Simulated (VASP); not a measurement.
# Br (P6/mmm) in VASP: a series of runs, part 2 of 2

VASP 6.6.1.

## 4. Relaxation of cell and atoms, PBE

File INCAR:

```
PREC = Accurate ; ENCUT = 600
EDIFF = 1E-6 ; ISMEAR = 0
SIGMA = 0.1 ; LREAL = False
LASPH = True ; NELM = 100
ALGO = Normal ; ISIF = 3
LWAVE = False ; LCHARG = False
GGA = PE ; IBRION = 2
NSW = 90 ; EDIFFG = -0.04
```

File KPOINTS:

```
Automatic mesh
0
Gamma
  6 6 4
```

File POSCAR:

```
Br
1.0
    4.3353071800      0.0000000000      0.0000000000
   -2.1676535900      3.7544861500      0.0000000000
    0.0000000000      0.0000000000      4.1902252600
Br
2
Direct
    0.6666666700      0.3333333300      0.0000000000
    0.3333333300      0.6666666700      0.0000000000
```

Potentials or basis: VASP PAW PBE potentials, release 64 (Br).

Launch:

```bash
> cat potpaw_PBE.64/Br/POTCAR > POTCAR
> mpirun -np 1 vasp_std > vasp.out
```

OUTCAR:

```text
PREC = Accurate
   ENCUT = 600
   EDIFF = 1E-6
   ISMEAR = 0
   LREAL = False
   LASPH = True
   NELM = 100
   ISIF = 3
   GGA = PE
   IBRION = 2
   NSW = 90
   EDIFFG = -0.04

 ion  position               nearest neighbor table
   1  0.667  0.333  0.000-   2 2.50   2 2.50   2 2.50
   2  0.333  0.667  0.000-   1 2.50   1 2.50   1 2.50

  LATTYP: Found a hexagonal cell.
 ALAT       =     4.3353071800
 C/A-ratio  =     0.9665348004

  Lattice vectors:

 A1 = (   4.3353071800,   0.0000000000,   0.0000000000)
 A2 = (  -2.1676535900,   3.7544861500,   0.0000000000)
 A3 = (   0.0000000000,   0.0000000000,   4.1902252600)

Analysis of symmetry for initial positions (statically):
=====================================================================
 Subroutine PRICEL returns:
 Original cell was already a primitive cell.

 Routine SETGRP: Setting up the symmetry group for a
 hexagonal supercell.

 Subroutine GETGRP returns: Found 24 space group operations
 (whereof 24 operations were pure point group operations)
 out of a pool of 24 trial point group operations.

The static configuration has the point symmetry D_6h.

Analysis of symmetry for dynamics (positions and initial velocities):
=====================================================================
 Subroutine PRICEL returns:
 Original cell was already a primitive cell.

 Routine SETGRP: Setting up the symmetry group for a
 hexagonal supercell.

 Subroutine GETGRP returns: Found 24 space group operations
 (whereof 24 operations were pure point group operations)
 out of a pool of 24 trial point group operations.

The dynamic configuration has the point symmetry D_6h.

 Subroutine INISYM returns: Found 24 space group operations
 (whereof 24 operations are pure point group operations),
 and found     1 'primitive' translations

----------------------------------------------------------------------------------------

                                     Primitive cell

[... 95 lines left out ...]
   TEBEG  =    0.0;   TEEND  =   0.0 temperature during run
   PSTRESS=    0.0 pullay stress
   NELECT =      14.0000    total number of electrons
   NUPDOWN=      -1.0000    fix difference up-down
   EMIN   =  10.00;   EMAX   =-10.00  energy-range for DOS
   EFERMI =   0.00;   METHOD = LEGACY
   ISMEAR =     0;   SIGMA  =   0.10  broadening in eV -4-tet -1-fermi 0-gaus
   EFERMI_NEDOS =   21; number of points for ismear=-14 and -15
   IALGO  =     38    algorithm
   IMIX   =      4    mixing-type and parameters
     AMIX     =   0.40;   BMIX     =  1.00
     AMIX_MAG =   1.60;   BMIX_MAG =  1.00
  volume/ion in A,a.u.               =      34.10       230.13
  Fermi-wavevector in a.u.,A,eV,Ry     =   0.965713  1.824934 12.688826  0.932602
  Thomas-Fermi vector in A             =   2.095453
   LORBIT       =      0    0 simple, 1 ext, 2 COOP (PROOUT), +10 PAW based schemes
   GGA     = PE    functional components
   LHFCALC =     F    Hartree Fock is set to
   AEXX    =    0.0000 exact exchange contribution
   IVDW    =     0    specifies the selected vdW correction
   LEPSILON=     F    determine dielectric tensor
   LRPA    =     F    only Hartree local field effects (RPA)
 conjugate gradient relaxation of ions
 non-spin polarized calculation
 Gauss-broadening in eV      SIGMA  =   0.10
  energy-cutoff  :      600.00
  volume of cell :       68.20
 maximum number of plane-waves:      2303
 NGX is ok and might be reduce to    36
   NGX = 17   NGY = 17   NGZ = 17

--------------------------------------- Ionic step        1  -------------------------------------------

 number of electron      13.9999999 magnetization

 Free energy of the ion-electron system (eV)
  ---------------------------------------------------
  ext. energy  EPLUGINS =         0.00000000
  ---------------------------------------------------
  free energy    TOTEN  =        -1.68622993 eV

  energy without entropy =       -1.67525281  energy(sigma->0) =       -1.68074137

 E-fermi :   0.7418     XC(G=0):  -7.5316

 val. band max:        0.7321040102   @ k =   0.0000   0.0000   0.0000
 cond. band min:       0.7605840377   @ k =   0.1667  -0.0000   0.2500
 fundamental gap:      0.0284800274
 Fermi energy:         0.7417984263

 k-point     1 :       0.0000    0.0000    0.0000
  band No.  band energies     occupation
      1     -16.7032      2.00000
      2     -11.7859      2.00000
      3      -4.8744      2.00000
      4      -4.8744      2.00000
      5      -3.1203      2.00000
      6       0.1400      2.00000
      7       0.1400      2.00000
      8       0.7321      1.10905
      9       4.7680      0.00000
     10       8.2355      0.00000
     11      11.4362      0.00000
[... 565 lines left out ...]
--------------------------------------- Ionic step        9  -------------------------------------------

 number of electron      13.9999997 magnetization

 Free energy of the ion-electron system (eV)
  ---------------------------------------------------
  ext. energy  EPLUGINS =         0.00000000
  ---------------------------------------------------
  free energy    TOTEN  =        -2.58692486 eV

  energy without entropy =       -2.58044809  energy(sigma->0) =       -2.58368647

 E-fermi :  -2.1663     XC(G=0):  -6.2209

 val. band max:       -2.1953010169   @ k =   0.0000   0.0000   0.0000
 cond. band min:      -1.9351571401   @ k =   0.1667  -0.0000   0.0000
 fundamental gap:      0.2601438768
 Fermi energy:        -2.1663359623

 k-point     1 :       0.0000    0.0000    0.0000
  band No.  band energies     occupation
      1     -17.2367      2.00000
      2     -14.8751      2.00000
      3      -5.6860      2.00000
      4      -5.6860      2.00000
      5      -4.3257      2.00000
      6      -2.2356      1.67275
      7      -2.2356      1.67274
      8      -2.1953      1.31792
      9       2.9314      0.00000
     10       6.1376      0.00000
     11       8.9012      0.00000
[... 307 lines left out ...]
  FREE ENERGIE OF THE ION-ELECTRON SYSTEM (eV)
  ---------------------------------------------------
  free  energy   TOTEN  =        -2.5869248566 eV

  energy  without entropy=       -2.5804480890  energy(sigma->0) =       -2.58368647

 reached required accuracy - stopping structural energy minimisation
```

CONTCAR:

```text
Br
   1.00000000000000
     4.9062767621950663    0.0000000000000000   -0.0000000000000000
    -2.4531383810975331    4.2489603125229438   -0.0000000000000000
     0.0000000000000000    0.0000000000000000    4.6758829678974063
  Br
     2
Direct
     0.6666666699999979    0.3333333300000021    0.0000000000000000
     0.3333333300000021    0.6666666699999979    1.0000000000000000

  0.00000000E+00  0.00000000E+00  0.00000000E+00
  0.00000000E+00  0.00000000E+00  0.00000000E+00
```

It took 54 s on 1 thread of Intel Xeon 6975P-C (Granite Rapids), shared host; peak memory 0.21 GiB.

Results:

- Free energy: -2.5869 eV
- Relaxed volume: 48.74 Å³/atom
- Relaxed cell: a = 4.906 Å, b = 4.906 Å, c = 4.676 Å, α = 90.00°, β = 90.00°, γ = 120.00°
- Space group after relaxing (to 0.1 Å): P6/mmm (No. 191)
- Energy gained by relaxing: 450.3 meV/atom
- Ionic steps: 9
- Pressure after relaxing: 0.0 GPa
- Band gap on the k mesh: zero (bands 7 and 8 overlap by 0.02 eV)

The path:
| step | energy change (eV) | largest force (eV/Å) | pressure (GPa) | volume (Å³) |
| --- | --- | --- | --- | --- |
| 1 | 0.0000 | 0.0000 | 13.08 | 68.20 |
| 2 | -0.7696 | 0.0000 | -2.03 | 98.53 |
| 3 | -0.8909 | 0.0000 | 0.32 | 87.10 |
| 4 | -0.8915 | 0.0000 | 0.05 | 87.98 |
| 5 | -0.8915 | 0.0000 | 0.21 | 87.56 |
| 6 | -0.8925 | 0.0000 | 0.17 | 88.01 |
| 7 | -0.8949 | 0.0000 | 0.14 | 89.36 |
| 8 | -0.8983 | 0.0000 | 0.09 | 92.07 |
| 9 | -0.9007 | 0.0000 | 0.03 | 97.48 |

Final structure:
```
Br
1.0
     4.90628    0.00000    0.00000
    -2.45314    4.24896    0.00000
     0.00000    0.00000    4.67588
Br
2
Direct
  0.66667 0.33333 0.00000
  0.33333 0.66667 0.00000
```

Levels at points of the mesh, in eV from the Fermi level:
| k point | band 5 | band 6 | band 7 | band 8 | band 9 | band 10 |
| --- | --- | --- | --- | --- | --- | --- |
| (0.00, 0.00, 0.00) | -2.16 | -0.07 | -0.07 | -0.03 | 5.10 | 8.30 |
| (0.50, 0.00, 0.00) | -1.53 | -0.85 | -0.13 | 1.13 | 6.95 | 7.21 |
| (0.00, 0.00, 0.50) | -2.66 | -0.27 | -0.03 | -0.03 | 7.61 | 8.03 |
| (0.50, 0.00, 0.50) | -1.96 | -1.21 | -0.11 | 1.15 | 7.22 | 8.08 |

Caveat: the k points lie up to 0.34 Å⁻¹ apart in the final cell; the volume moved by over 15 % at a fixed basis, so the end points are rough; this functional lacks dispersion, which binds layers or chains, so the pressure and a relaxed spacing across them are unreliable.

## 5. Single point, PBE

This run uses another cell than the first one, of 49.65 Å³/atom.

File INCAR:

```
PREC = Accurate
ENCUT = 520
EDIFF = 1E-7
ISMEAR = 0
SIGMA = 0.1
LREAL = F
LASPH = T
NELM = 100
ALGO = Normal
ISIF = 2
LWAVE = F
LCHARG = T
GGA = PE
LELF = T
LVHAR = T
NBANDS = 14
```

File KPOINTS:

```
Automatic mesh
0
Gamma
  12 12 12
```

File POSCAR:

```
Br
1.0
    4.9110491667      0.0000000000      0.0000000000
   -2.4555245833      4.2530933376      0.0000000000
    0.0000000000      0.0000000000      4.7545426421
Br
2
Direct
    0.6666666667      0.3333333333      0.0000000000
    0.3333333333      0.6666666667      0.0000000000
```

Launch:

```bash
> cat potpaw_PBE.64/Br/POTCAR > POTCAR
> mpirun -np 1 vasp_std > vasp.out
```

Wall time 64 s (1 thread of Intel Xeon 6975P-C (Granite Rapids), shared host); peak memory 0.32 GiB.

Results (log left out):

- Free energy: -2.5885 eV
- Pressure: 0.0 GPa
- Band gap on the k mesh: zero (bands 7 and 8 overlap by 0.03 eV)

Levels at points of the mesh, in eV from the Fermi level:
| k point | band 4 | band 5 | band 6 | band 7 | band 8 | band 9 | band 10 | band 11 |
| --- | --- | --- | --- | --- | --- | --- | --- | --- |
| (0.00, 0.00, 0.00) | -3.50 | -2.17 | -0.06 | -0.06 | -0.04 | 5.09 | 8.31 | 11.00 |
| (0.50, 0.00, 0.00) | -2.82 | -1.54 | -0.86 | -0.13 | 1.13 | 6.95 | 7.20 | 8.93 |
| (0.00, 0.00, 0.50) | -3.47 | -2.62 | -0.25 | -0.03 | -0.03 | 7.57 | 7.92 | 9.55 |
| (0.50, 0.00, 0.50) | -2.78 | -1.92 | -1.18 | -0.11 | 1.15 | 7.23 | 8.06 | 8.38 |

Caveat: this functional lacks dispersion, which binds layers or chains, so the pressure and a relaxed spacing across them are unreliable.

## 6. Single point, PBE

This run uses another cell than the first one, of 49.65 Å³/atom.

File INCAR:

```
SYSTEM = Br
  ALGO = Normal
  EDIFF = 1E-6
  ENCUT = 520
  GGA = PE
  ISIF = 2
  ISMEAR = 0
  LASPH = .TRUE.
  LCHARG = .FALSE.
  LREAL = .FALSE.
  LWAVE = .FALSE.
  NBANDS = 14
  NELM = 100
  PREC = Accurate
  SIGMA = 0.1
```

File KPOINTS:

```
k-points
0
G
  12 12 12
  0 0 0
```

POSCAR is that of step 5.

Potentials or basis: VASP PAW PBE potentials, release 64 (Br).

Launch:

```bash
> cat potpaw_PBE.64/Br/POTCAR > POTCAR
> mpirun -np 1 vasp_std > vasp.out
```

Wall time 58 s (1 thread of Intel Xeon 6975P-C (Granite Rapids), shared host); peak memory 0.32 GiB.

It converged, with:

- Free energy: -2.5885 eV
- Pressure: 0.0 GPa
- Band gap on the k mesh: zero (bands 7 and 8 overlap by 0.03 eV)

Levels at points of the mesh, in eV from the Fermi level:
```csv
k point,band 5,band 6,band 7,band 8,band 9,band 10
"(0.00, 0.00, 0.00)",-2.17,-0.06,-0.06,-0.04,5.09,8.30
"(0.50, 0.00, 0.00)",-1.54,-0.86,-0.13,1.13,6.95,7.20
"(0.00, 0.00, 0.50)",-2.62,-0.25,-0.03,-0.03,7.56,7.92
"(0.50, 0.00, 0.50)",-1.92,-1.18,-0.11,1.15,7.23,8.06
```

Caveat: this functional lacks dispersion, which binds layers or chains, so the pressure and a relaxed spacing across them are unreliable.

## 7. The runs side by side

| task | cell | k mesh | cutoff (eV) | gap on the mesh (eV) | pressure (GPa) |
| --- | --- | --- | --- | --- | --- |
| single point | a = 4.335, b = 4.335, c = 4.190 Å, angles 90.0, 90.0, 120.0°, 2 atoms | 6 × 6 × 4 | 520 | none | 13.1 |
| single point | a = 4.899, b = 4.899, c = 4.450 Å, angles 90.0, 90.0, 120.0°, 2 atoms | 6 × 6 × 4 | 520 | none | 0.1 |
| relaxation of cell and atoms | relaxed from a = 4.335, b = 4.335, c = 4.190 Å, angles 90.0, 90.0, 120.0°, 2 atoms | 6 × 6 × 4 | 600 | none | 0.0 |
| single point | a = 4.911, b = 4.911, c = 4.755 Å, angles 90.0, 90.0, 120.0°, 2 atoms | 12 × 12 × 12 | 520 | none | 0.0 |

Alike in all rows: level PBE; potentials or basis VASP PAW PBE potentials, release 64 (Br); no spin polarisation; smearing gaussian 0.1 eV.

Caveats: some runs use coarse meshes; this functional lacks dispersion, which binds layers or chains, so the pressure and a relaxed spacing across them are unreliable; the volume moved by over 15 % at a fixed basis, so the end points are rough (at least some runs).

Absolute energies hang on the potentials; compare differences alone.

The gap in the log of VASP goes by the Fermi energy; the results here count the filled bands.